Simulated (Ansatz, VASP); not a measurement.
**EuO in VASP and in Ansatz**

INCAR

```
PREC = Accurate
ENCUT = 600
EDIFF = 1E-6
ISMEAR = 0
SIGMA = 0.05
LREAL = F
LASPH = T
NELM = 200
ALGO = Normal
ISIF = 2
LWAVE = F
LCHARG = T
ISPIN = 2
MAGMOM = 7.26 0
LORBIT = 11
LMAXMIX = 6
GGA = PE
LELF = T
LVHAR = T
NBANDS = 22
GGA_COMPAT = F
```

File KPOINTS:

```
regular mesh
0
Gamma
  12 12 12
```

Contents of POSCAR:

```
EuO
1.0
    0.0000000000      2.5635929839      2.5635929839
    2.5635929839      0.0000000000      2.5635929839
    2.5635929839      2.5635929839      0.0000000000
Eu O
1 1
Direct
    0.0000000000      0.0000000000      0.0000000000
    0.5000000000      0.5000000000      0.5000000000
```

Input for Ansatz:

```yaml
crystal:
  lattice:
    - [0.0, 2.5635929839, 2.5635929839]
    - [2.5635929839, 0.0, 2.5635929839]
    - [2.5635929839, 2.5635929839, 0.0]
  atoms:
    - { symbol: Eu, position: [0.0, 0.0, 0.0], spin: 7.26 }
    - { symbol: O, position: [0.5, 0.5, 0.5] }
basis:
  ecutwfc: 420
  ecutrho_ratio: 4
kpoints:
  mp_grid: { grid: [12, 12, 12] }
hamiltonian:
  xc: pbe
scf:
  occupations: { method: gaussian, width: 0.05 }
output:
  forces: true
  stress: true
  eigenvalues: true
  populations: true
magnetization:
  spin_polarized: true
```

Alike in both runs: task single point; functional PBE; k mesh 12 × 12 × 12; occupations gaussian, width 0.05 eV; collinear spin.

|  | VASP | Ansatz |
| --- | --- | --- |
| version | VASP 6.6.1 | Ansatz 0.2.0 |
| potentials or method | VASP PAW PBE potentials, release 64 (Eu, O), cutoff 600 eV | scalar-relativistic, plane waves, PAW |
| valence electrons in the cell | 23 | 23 |

|  | VASP | Ansatz | Ansatz less VASP |
| --- | --- | --- | --- |
| gap on the k mesh at the Fermi level (eV) | none | none | - |
| pressure (GPa) | -3.7 | -3.4 | +0.33 |
| net moment per atom (μB) | 3.48 | 3.49 | +0.004 |
| size of the moment on the site where the two differ most (μB) | 6.59 | 6.61 | +0.026 |

Site moments also hang on the region over which each program counts them. A gap of «none» marks a metal or a gap that the smearing closes. Ansatz's warnings: given moment on shells.

Spin-orbit coupling is off throughout.
